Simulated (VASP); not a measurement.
Write the native input for VASP 6.6.1 that does the following.

```
Task                   : single point
Functional             : PBE
Potentials or basis    : VASP PAW PBE potentials, release 64 (Se)
Cutoff                 : 520 eV
k mesh                 : 9 × 9 × 6
Occupations            : gaussian, width 0.05 eV
Spin                   : no spin polarisation
Dipole correction      : no
Further INCAR settings : ALGO = Normal; EDIFF = 1e-07; NBANDS = 16
```

The structure of Se lies in POSCAR:

```
Se
1.0
    4.3662000000      0.0000000000      0.0000000000
   -2.1831000000      3.7812401180      0.0000000000
    0.0000000000      0.0000000000      4.9536000000
Se
3
Direct
    0.2254000000      0.0000000000      0.3333333333
    0.0000000000      0.2254000000      0.6666666667
    0.7761790994      0.7651479009     -0.0043519044
```

One way to write it, as run:

INCAR

```
SYSTEM = Se
ALGO     = Normal         ! electronic algorithm
EDIFF    = 1E-7           ! SCF threshold, eV
ENCUT    = 520            ! plane-wave cutoff, eV
GGA      = PE             ! functional
ISIF     = 2              ! what is computed and relaxed
ISMEAR   = 0              ! smearing method
LASPH    = .TRUE.         ! aspherical terms in the spheres
LCHARG   = .TRUE.         ! write CHGCAR
LELF     = .TRUE.         ! ELF
LREAL    = .FALSE.        ! projectors in reciprocal space
LVHAR    = .TRUE.       
LWAVE    = .FALSE.        ! write WAVECAR
NBANDS   = 16             ! bands
NELM     = 80             ! most SCF steps
PREC     = Accurate       ! precision mode
SIGMA    = 0.05           ! smearing width, eV
```

KPOINTS

```
k-points
0
G
  9 9 6
  0 0 0
```

Potentials or basis: VASP PAW PBE potentials, release 64 (Se).

Command:

```sh
$ cat potpaw_PBE.64/Se/POTCAR > POTCAR
$ mpirun -np 1 vasp_std > vasp.out
```

It gave:

The pressure is 2.6 GPa. The largest force is 0.423 eV/Å. The band gap on the k mesh is 1.00 eV (least direct gap 1.20 eV).

Wall time 2.7 min on 1 thread of Intel(R) Xeon(R) Platinum 8488C (Sapphire Rapids) (shared host), peak memory 0.37 GiB.
